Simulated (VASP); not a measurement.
# AlN (I-4m2) in VASP: notebook

The runs below take AlN through single point, with r2SCAN.

All numbers are computed with VASP 6.6.1; they aren't measurements. Logs are shortened: lines on timing, memory, paths and dates and some standing lists are left out, and cuts for length are marked.

## Step 1: The cell of the first run

Symmetry: I-4m2, No. 119, tetragonal system. The conventional cell has a = 3.105 Å, b = 3.105 Å, c = 4.357 Å, α = 90.00°, β = 90.00°, γ = 90.00°. Within 2.5 Å of Al (site symmetry -4m2) lie 4 N at 1.90 Å. Within 2.5 Å of N (site symmetry -4m2) lie 4 Al at 1.90 Å.

## Step 2: Single point, r2SCAN (in-plane strain +0.005)

POSCAR reads:

```
AlN
1.0
    2.1958243475      2.1958243475      0.0000000000
   -2.1958243475      2.1958243475      0.0000000000
    0.0000000000      2.1958243475      2.1783451487
Al N
1 1
Direct
    0.0000000000      0.0000000000      0.0000000000
    0.2500000000      0.7500000000      0.5000000000
```

INCAR.step1 reads:

```
PREC = Accurate
ENCUT = 520
ISMEAR = 0
SIGMA = 0.01
LREAL = False
LASPH = True
NELM = 80
NBANDS = 11
GGA = PE
ALGO = Normal
EDIFF = 1E-4
LWAVE = True
LCHARG = False
```

INCAR.step2 reads:

```
PREC = Accurate
ENCUT = 520
EDIFF = 1E-6
ISMEAR = 0
SIGMA = 0.01
LREAL = False
LASPH = True
NELM = 80
ALGO = Normal
ISIF = 2
LWAVE = False
LCHARG = True
METAGGA = R2SCAN
LMIXTAU = True
LELF = True
LVHAR = True
NBANDS = 11
ISTART = 1
```

KPOINTS reads:

```
Automatic mesh
0
Gamma
  10 10 10
```

Potentials or basis: VASP PAW PBE potentials, release 64 (Al, N).

Command:

```bash
cat potpaw_PBE.64/Al/POTCAR potpaw_PBE.64/N/POTCAR > POTCAR
cp INCAR.step1 INCAR
mpirun -np 1 vasp_std > vasp.out
cp INCAR.step2 INCAR
mpirun -np 1 vasp_std > vasp.out
```

OUTCAR:

```text
PREC = Accurate
   ENCUT = 520
   EDIFF = 1E-6
   ISMEAR = 0
   LREAL = False
   LASPH = True
   NELM = 80
   ISIF = 2
   METAGGA = R2SCAN
   ISTART = 1

 ion  position               nearest neighbor table
   1  0.000  0.000  0.000-   2 1.90   2 1.90   2 1.90   2 1.90
   2  0.250  0.750  0.500-   1 1.90   1 1.90   1 1.90   1 1.90

  LATTYP: Found a body centered tetragonal cell.
 ALAT       =     3.1053645728
 C/A-ratio  =     1.4029561410

  Lattice vectors:

 A1 = (   2.1958243475,   0.0000000000,  -2.1783451487)
 A2 = (  -2.1958243475,   0.0000000000,  -2.1783451487)
 A3 = (   0.0000000000,   2.1958243475,   2.1783451487)

Analysis of symmetry for initial positions (statically):
=====================================================================
 Subroutine PRICEL returns:
 Original cell was already a primitive cell.

 Routine SETGRP: Setting up the symmetry group for a
 body centered tetragonal supercell.

 Subroutine GETGRP returns: Found  8 space group operations
 (whereof  8 operations were pure point group operations)
 out of a pool of 16 trial point group operations.

The static configuration has the point symmetry D_2d.

Analysis of symmetry for dynamics (positions and initial velocities):
=====================================================================
 Subroutine PRICEL returns:
 Original cell was already a primitive cell.

 Routine SETGRP: Setting up the symmetry group for a
 body centered tetragonal supercell.

 Subroutine GETGRP returns: Found  8 space group operations
 (whereof  8 operations were pure point group operations)
 out of a pool of 16 trial point group operations.

The dynamic configuration has the point symmetry D_2d.

 Subroutine INISYM returns: Found  8 space group operations
 (whereof  8 operations are pure point group operations),
 and found     1 'primitive' translations

----------------------------------------------------------------------------------------

                                     Primitive cell

  volume of cell :      21.0064

  direct lattice vectors                    reciprocal lattice vectors
     2.195824347  2.195824347  0.000000000     0.227704917  0.227704917 -0.229532037
    -2.195824347  2.195824347  0.000000000    -0.227704917  0.227704917 -0.229532037
     0.000000000  2.195824347  2.178345149     0.000000000  0.000000000  0.459064075

  length of vectors
     3.105364573  3.105364573  3.093029607     0.395454187  0.395454187  0.459064075

  position of ions in fractional coordinates (direct lattice)
     0.000000000  0.000000000  0.000000000
     0.250000000  0.750000000  0.500000000

  ion indices of the primitive-cell ions
   primitive index   ion index
                 1           1
                 2           2

----------------------------------------------------------------------------------------

 KPOINTS: Automatic mesh

Automatic generation of k-mesh.
 Grid dimensions read from file:
 generate k-points for:   10   10   10

 Generating k-lattice:

  Cartesian coordinates                     Fractional coordinates (reciprocal lattice)
     0.022770492  0.022770492 -0.022953204     0.100000000  0.000000000 -0.000000000
    -0.022770492  0.022770492 -0.022953204     0.000000000  0.100000000 -0.000000000
     0.000000000  0.000000000  0.045906407     0.000000000  0.000000000  0.100000000

  Length of vectors
     0.039545419  0.039545419  0.045906407

  Shift w.r.t. Gamma in fractional coordinates (k-lattice)
     0.000000000  0.000000000  0.000000000

 Subroutine IBZKPT returns following result:
 ===========================================

 Found    102 irreducible k-points:

 Following reciprocal coordinates:
            Coordinates               Weight
  0.000000  0.000000  0.000000      1.000000
  0.100000  0.000000 -0.000000      8.000000
  0.200000  0.000000 -0.000000      8.000000
  0.300000  0.000000 -0.000000      8.000000
  0.400000  0.000000 -0.000000      8.000000
  0.500000  0.000000 -0.000000      4.000000
[... 16 lines left out ...]
  0.300000  0.300000 -0.000000      8.000000
  0.400000  0.300000 -0.000000     16.000000
 [... further k-points ...]
   k-points           NKPTS =    102   k-points in BZ     NKDIM =    102   number of bands    NBANDS=     11
   number of dos      NEDOS =    301   number of ions     NIONS =      2
   total plane-waves  NPLWV =  13824
   dimension x,y,z NGX =    24 NGY =   24 NGZ =   24
   dimension x,y,z NGXF=    48 NGYF=   48 NGZF=   48
   ions per type =               1   1
   NGX,Y,Z   is equivalent  to a cutoff of  12.85, 12.85, 12.90 a.u.
   NGXF,Y,Z  is equivalent  to a cutoff of  25.70, 25.70, 25.80 a.u.
 SYSTEM =  unknown system
   PREC   = accura    normal or accurate (medium, high low for compatibility)
   ISTART =      1    job   : 0-new  1-cont  2-samecut
   ICHARG =      0    charge: 1-file 2-atom 10-const
   ISPIN  =      1    spin polarized calculation?
   LNONCOLLINEAR =      F non collinear calculations
   LSORBIT =      F    spin-orbit coupling
   LASPH  =      T    aspherical Exc in radial PAW
   ENCUT  =  520.0 eV  38.22 Ry    6.18 a.u.   5.77  5.77  5.75*2*pi/ulx,y,z
   NELM   =     80;   NELMIN=  2; NELMDL=  0     # of ELM steps
   EDIFF  = 0.1E-05   stopping-criterion for ELM
   LREAL  =      F    real-space projection
   EDIFFG = 0.1E-04   stopping-criterion for IOM
   NSW    =      0    number of steps for IOM
   IBRION =     -1    ionic relax: 0-MD 1-quasi-New 2-CG
   NFREE  =      0    steps in history (QN), initial steepest desc. (CG)
   ISIF   =      2    stress and relaxation
   ISYM   =      2    0-nonsym 1-usesym 2-fastsym
   POTIM  = 0.5000    time-step for ionic-motion
   TEBEG  =    0.0;   TEEND  =   0.0 temperature during run
   PSTRESS=    0.0 pullay stress
   NELECT =       8.0000    total number of electrons
   NUPDOWN=      -1.0000    fix difference up-down
   EMIN   =  10.00;   EMAX   =-10.00  energy-range for DOS
   EFERMI =   0.00;   METHOD = LEGACY
   ISMEAR =     0;   SIGMA  =   0.01  broadening in eV -4-tet -1-fermi 0-gaus
   EFERMI_NEDOS =   21; number of points for ismear=-14 and -15
   IALGO  =     38    algorithm
   IMIX   =      4    mixing-type and parameters
     AMIX     =   0.40;   BMIX     =  1.00
     AMIX_MAG =   1.60;   BMIX_MAG =  1.00
  volume/ion in A,a.u.               =      10.50        70.88
  Fermi-wavevector in a.u.,A,eV,Ry     =   1.186645  2.242434 19.158727  1.408127
  Thomas-Fermi vector in A             =   2.322813
   LORBIT       =      0    0 simple, 1 ext, 2 COOP (PROOUT), +10 PAW based schemes
   METAGGA = R2SCAN    functional components
   LHFCALC =     F    Hartree Fock is set to
   AEXX    =    0.0000 exact exchange contribution
   IVDW    =     0    specifies the selected vdW correction
   LEPSILON=     F    determine dielectric tensor
   LRPA    =     F    only Hartree local field effects (RPA)
 non-spin polarized calculation
 Gauss-broadening in eV      SIGMA  =   0.01
  energy-cutoff  :      520.00
  volume of cell :       21.01
 maximum number of plane-waves:       580
   NGX = 11   NGY = 11   NGZ = 11

 number of electron       8.0000000 magnetization

 Free energy of the ion-electron system (eV)
  ---------------------------------------------------
  ext. energy  EPLUGINS =         0.00000000
  ---------------------------------------------------
  free energy    TOTEN  =       -19.17844861 eV

  energy without entropy =      -19.17844861  energy(sigma->0) =      -19.17844861

 E-fermi :   5.8061     XC(G=0): -11.3813

 val. band max:        5.6394255010   @ k =   0.0000   0.0000   0.0000
 cond. band min:       9.5209126299   @ k =   0.0000   0.0000   0.5000
 fundamental gap:      3.8814871289
 Fermi energy:         5.8061463321

 k-point     1 :       0.0000    0.0000    0.0000
  band No.  band energies     occupation
      1     -10.0772      2.00000
      2       5.6059      2.00000
      3       5.6059      2.00000
      4       5.6394      2.00000
      5      10.4325      0.00000
      6      19.0464      0.00000
      7      19.0579      0.00000
      8      19.0579      0.00000
      9      23.9506      0.00000
     10      24.2112      0.00000
     11      25.6770      0.00000

 k-point     2 :       0.1000    0.0000   -0.0000
  band No.  band energies     occupation
      1      -9.9320      2.00000
      2       4.8168      2.00000
      3       5.5515      2.00000
      4       5.5790      2.00000
      5      11.0931      0.00000
      6      18.6738      0.00000
      7      19.1895      0.00000
      8      19.1984      0.00000
      9      22.7622      0.00000
     10      22.9556      0.00000
     11      24.9847      0.00000

 k-point     3 :       0.2000    0.0000   -0.0000
  band No.  band energies     occupation
      1      -9.5205      2.00000
      2       3.2003      2.00000
      3       5.4156      2.00000
      4       5.4551      2.00000
      5      12.2595      0.00000
      6      17.8836      0.00000
      7      19.0473      0.00000
      8      19.1397      0.00000
      9      22.3287      0.00000
     10      22.3976      0.00000
     11      24.1065      0.00000

 k-point     4 :       0.3000    0.0000   -0.0000
  band No.  band energies     occupation
      1      -8.9287      2.00000
      2       1.5389      2.00000
      3       5.2593      2.00000
      4       5.3128      2.00000
      5      13.1543      0.00000
      6      17.1273      0.00000
      7      18.2984      0.00000
      8      18.4455      0.00000
      9      23.5016      0.00000
     10      23.5364      0.00000
     11      23.9597      0.00000
[... 239 lines left out ...]
 k-point    22 :      -0.2000    0.2000    0.0000
  band No.  band energies     occupation
      1      -9.3413      2.00000
      2       3.4085      2.00000
      3       4.9134      2.00000
      4       4.9324      2.00000
      5      12.3877      0.00000
      6      17.2925      0.00000
      7      18.2262      0.00000
      8      20.0723      0.00000
      9      20.2150      0.00000
     10      25.3976      0.00000
     11      28.1292      0.00000

 k-point    23 :       0.3000    0.3000   -0.0000
  band No.  band energies     occupation
      1      -7.7849      2.00000
      2       1.1301      2.00000
      3       2.3458      2.00000
      4       4.7668      2.00000
      5      13.1578      0.00000
      6      16.2657      0.00000
      7      18.7185      0.00000
      8      19.4154      0.00000
      9      23.9306      0.00000
     10      24.0405      0.00000
     11      30.1475      0.00000

 k-point    24 :       0.4000    0.3000   -0.0000
  band No.  band energies     occupation
      1      -7.5913      2.00000
      2       1.0673      2.00000
      3       2.2777      2.00000
      4       4.4393      2.00000
      5      12.1157      0.00000
      6      16.6227      0.00000
      7      19.2372      0.00000
      8      20.0808      0.00000
      9      22.4143      0.00000
     10      25.9609      0.00000
     11      31.0149      0.00000

 [... further k-points ...]
[... 5 lines left out ...]
  --------------------------------------------------------------------------------------
  -------------------------------------------------------------------------------------
  Total       -0.2924919     -0.2924919     -0.1419919      0.0000000      0.0000000     -0.0000000
  in kB      -22.3086131    -22.3086131    -10.8298440      0.0000000      0.0000000     -0.0000000
  external PRESSURE =     -18.4823567 kB  Pullay stress =       0.0000000 kB

 VOLUME and BASIS-vectors are now :
 -----------------------------------------------------------------------------
  energy-cutoff  :      520.00
  volume of cell :       21.01
      direct lattice vectors                 reciprocal lattice vectors
     2.195824347  2.195824347  0.000000000     0.227704917  0.227704917 -0.229532037
    -2.195824347  2.195824347  0.000000000    -0.227704917  0.227704917 -0.229532037
     0.000000000  2.195824347  2.178345149     0.000000000  0.000000000  0.459064075

 POSITION                                       TOTAL-FORCE (eV/Angst)
 -----------------------------------------------------------------------------------
      0.00000      0.00000      0.00000         0.000000      0.000000      0.000000
     -1.09791      3.29374      1.08917         0.000000     -0.000000      0.000000
 -----------------------------------------------------------------------------------
    total drift:                                0.000000     -0.000000      0.000000

  FREE ENERGIE OF THE ION-ELECTRON SYSTEM (eV)
  ---------------------------------------------------
  free  energy   TOTEN  =       -19.1784486084 eV

  energy  without entropy=      -19.1784486084  energy(sigma->0) =      -19.17844861
```

Wall time 47 s (1 thread of Intel Xeon 6975P-C, shared host); peak memory 0.15 GiB.

Results:

* Free energy: -19.1784 eV
* Pressure: -1.8 GPa
* Band gap on the k mesh: 3.88 eV, indirect (least direct gap 4.79 eV)

Caveat: the cell differs from its parent crystal (in-plane strain +0.005); the PAW data sets were made with another functional, which shifts forces and pressure a little. A k mesh can miss the band edges.

## Step 3: Single point, r2SCAN (film at in-plane strain +0.005)

POSCAR: that of step 2 with these lines changed.

```diff
@@ -4,3 +4,3 @@
    -2.1958243475      2.1958243475      0.0000000000
-    0.0000000000      2.1958243475      2.1783451487
+    0.0000000000      2.1958243475      2.1732906460
 Al N
```

INCAR.step1 reads:

```
PREC     = Accurate       # precision mode
ENCUT    = 520            # plane-wave cutoff, eV
ISMEAR   = 0              # smearing method
SIGMA    = 0.01           # smearing width, eV
LREAL    = F              # projectors in reciprocal space
LASPH    = T              # aspherical terms in the spheres
NELM     = 80             # most SCF steps
NBANDS   = 11             # bands
GGA      = PE             # functional
ALGO     = Normal         # electronic algorithm
EDIFF    = 1E-4           # SCF threshold, eV
LWAVE    = T              # write WAVECAR
LCHARG   = F              # write CHGCAR
```

INCAR.step2 reads:

```
PREC     = Accurate       # precision mode
ENCUT    = 520            # plane-wave cutoff, eV
EDIFF    = 1E-7           # SCF threshold, eV
ISMEAR   = 0              # smearing method
SIGMA    = 0.01           # smearing width, eV
LREAL    = F              # projectors in reciprocal space
LASPH    = T              # aspherical terms in the spheres
NELM     = 80             # most SCF steps
ALGO     = Normal         # electronic algorithm
ISIF     = 2              # what is computed and relaxed
LWAVE    = F              # write WAVECAR
LCHARG   = F              # write CHGCAR
METAGGA  = R2SCAN         # meta-GGA
LMIXTAU  = T            
NBANDS   = 11             # bands
ISTART   = 1
```

KPOINTS is that of step 2.

Potentials or basis: VASP PAW PBE potentials, release 64 (Al, N).

Command:

```bash
cat potpaw_PBE.64/Al/POTCAR potpaw_PBE.64/N/POTCAR > POTCAR
cp INCAR.step1 INCAR
mpirun -np 1 vasp_std > vasp.out
cp INCAR.step2 INCAR
mpirun -np 1 vasp_std > vasp.out
```

It took 56 s on 1 thread of Intel Xeon 6975P-C, shared host; peak memory 0.15 GiB.

Results (log left out):

```yaml
Free_energy: -19.1786 eV
Pressure: -1.4 GPa
Band_gap_on_the_k_mesh: 3.87 eV, indirect (least direct gap 4.81 eV)
```

Stress tensor (GPa, compression positive):
```
-1.86  0.00  0.00
 0.00 -1.86  0.00
 0.00  0.00 -0.39
```

Levels at points of the mesh, in eV from the valence-band top:
| k point | band 1 | band 2 | band 3 | band 4 | band 5 | band 6 | band 7 | band 8 | band 9 |
| --- | --- | --- | --- | --- | --- | --- | --- | --- | --- |
| (0.00, 0.00, 0.00) | -15.74 | -0.04 | -0.04 | 0.00 | 4.81 | 13.42 | 13.44 | 13.44 | 18.29 |
| (0.50, 0.00, 0.00) | -13.74 | -5.90 | -0.56 | -0.47 | 8.12 | 10.75 | 11.78 | 11.98 | 19.21 |
| (0.50, 0.50, 0.00) | -13.13 | -4.99 | -1.80 | -1.80 | 3.92 | 9.47 | 15.02 | 16.72 | 17.04 |
| (0.00, 0.00, 0.50) | -13.09 | -4.90 | -1.89 | -1.89 | 3.87 | 9.30 | 15.22 | 16.79 | 16.79 |

Caveat: the cell differs from its parent crystal (film at in-plane strain +0.005); the PAW data sets were made with another functional, which shifts forces and pressure a little.

## Step 4: Single point, r2SCAN (in-plane strain +0.01, then relaxed in part)

POSCAR reads:

```
AlN
1.0
    2.2067488468      2.2067488468      0.0000000000
   -2.2067488468      2.2067488468      0.0000000000
    0.0000000000      2.2067488468      2.1613895402
Al N
1 1
Direct
    0.0000000000      0.0000000000      0.0000000000
    0.2500000000      0.7500000000      0.5000000000
```

INCAR.step1 reads:

```
PREC = Accurate
ENCUT = 520
ISMEAR = 0
SIGMA = 0.01
LREAL = F
LASPH = T
NELM = 80
NBANDS = 11
GGA = PE
ALGO = Normal
EDIFF = 1E-4
LWAVE = T
LCHARG = F
```

INCAR.step2 reads:

```
PREC = Accurate
ENCUT = 520
EDIFF = 1E-6
ISMEAR = 0
SIGMA = 0.01
LREAL = F
LASPH = T
NELM = 80
ALGO = Normal
ISIF = 2
LWAVE = F
LCHARG = F
METAGGA = R2SCAN
LMIXTAU = T
NBANDS = 11
ISTART = 1
```

KPOINTS reads:

```
regular mesh
0
Gamma
  10 10 10
```

Command:

```bash
cat potpaw_PBE.64/Al/POTCAR potpaw_PBE.64/N/POTCAR > POTCAR
cp INCAR.step1 INCAR
mpirun -np 1 vasp_std > vasp.out
cp INCAR.step2 INCAR
mpirun -np 1 vasp_std > vasp.out
```

It took 47 s on 1 thread of Intel Xeon 6975P-C, shared host; peak memory 0.15 GiB.

The run converged. Its results:

```yaml
Free_energy: -19.1757 eV
Pressure: -2.3 GPa
Band_gap_on_the_k_mesh: 3.81 eV, indirect (least direct gap 4.74 eV)
```

Stress tensor (GPa, compression positive):
```
-3.27  0.00  0.00
 0.00 -3.27  0.00
 0.00  0.00 -0.39
```

Levels at points of the mesh, in eV from the valence-band top:
```
           k point  band 1  band 2  band 3  band 4  band 5  band 6  band 7  band 8  band 9
(0.00, 0.00, 0.00)  -15.74   -0.08   -0.08    0.00    4.74   13.34   13.37   13.37   18.05
(0.50, 0.00, 0.00)  -13.76   -5.91   -0.63   -0.46    8.04   10.69   11.63   12.04   19.10
(0.50, 0.50, 0.00)  -13.17   -5.04   -1.79   -1.79    3.90    9.46   14.86   16.50   17.14
(0.00, 0.00, 0.50)  -13.08   -4.84   -1.97   -1.97    3.81    9.13   15.25   16.65   16.65
```

Caveat: the cell differs from its parent crystal (in-plane strain +0.01, then relaxed in part); the PAW data sets were made with another functional, which shifts forces and pressure a little. A k mesh can miss the band edges.

## Step 5: Overview

| cell | gap on the mesh (eV) | pressure (GPa) |
| --- | --- | --- |
| a = 3.105, b = 3.105, c = 3.093 Å, angles 59.9, 59.9, 90.0°, 2 atoms | 3.88 | -1.8 |
| a = 3.105, b = 3.105, c = 3.089 Å, angles 59.8, 59.8, 90.0°, 2 atoms | 3.87 | -1.4 |
| a = 3.121, b = 3.121, c = 3.089 Å, angles 59.7, 59.7, 90.0°, 2 atoms | 3.81 | -2.3 |

Alike in all rows: task single point; level r2SCAN; potentials or basis VASP PAW PBE potentials, release 64 (Al, N); no spin polarisation; k mesh 10 × 10 × 10; cutoff (eV) 520; smearing gaussian 0.01 eV.

Caveats: the PAW data sets were made with another functional, which shifts forces and pressure a little.

Absolute energies hang on the potentials; compare differences alone.
